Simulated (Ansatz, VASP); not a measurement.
## Two plane-wave programs on HfO2

```xyz
3
Lattice="0.0000 2.5293 2.5293 2.5293 0.0000 2.5293 2.5293 2.5293 0.0000" Properties=species:S:1:pos:R:3 pbc="T T T"
Hf    0.0000    0.0000    0.0000
O     1.2647    1.2647    1.2647
O     3.7940    3.7940    3.7940
```

Alike in both runs: functional r2SCAN; k mesh 11 × 11 × 11; occupations fermi-dirac, width 0.1 eV; no spin polarisation.

Ansatz relaxed the structure, and its values are those at the end. VASP's run is a single point on that final structure, the one shown.

|  | VASP | Ansatz |
| --- | --- | --- |
| version | VASP 6.6.1 | Ansatz 0.2.0 |
| potentials or method | VASP PAW PBE potentials, release 64 (Hf_pv, O) | PAW with Ansatz's default frozen-core files, scalar-relativistic |
| plane-wave cutoff (eV) | 520 | 500 |
| valence electrons in the cell | 22 | 38 |

VASP gave:

```
pressure (GPa) : -4.0
```

What did Ansatz give for the same quantities?

Pressure (GPa): 0.0.

VASP's potentials were made for PBE, not for r2SCAN. VASP's potentials hold 22 valence electrons a cell and Ansatz's 38, so a difference there can come from the potentials and not from the codes.

Neither program's run includes spin-orbit coupling.
